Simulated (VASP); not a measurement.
MgO:

```
Mg O
1.0
     2.59187    0.00000    0.00000
     0.00000    2.59187    0.00000
     0.00000    0.00000    2.61639
Mg O
1 1
Cartesian
  0.0000 0.0000 0.0000
  1.2959 1.2959 1.3082
```

This cell differs from its parent crystal: epitaxial xy strain -1.2%.

Base run:

- Program: VASP 6.6.1
- Functional: r2SCAN
- Potentials or basis: VASP PAW PBE potentials, release 64 (Mg, O)
- Cutoff: 520 eV
- k mesh: 10 × 10 × 10
- Occupations: gaussian, width 0.01 eV
- Spin: no spin polarisation

Its results: band gap on the k mesh 3.68 eV, indirect (least direct gap 4.75 eV); pressure 3.2 GPa.

Task: The run is repeated on the same cell with these changes: functional from r2SCAN to HSE06; k mesh from 10 × 10 × 10 to 6 × 6 × 6. What comes out?

Result: Band gap on the k mesh 4.38 eV, indirect (least direct gap 5.50 eV); pressure 3.3 GPa.

Several settings changed at once, so the effect can't be laid on one alone.

Caveats: the PAW data sets were made with another functional, which shifts forces and pressure a little.

A k mesh can miss the band edges.
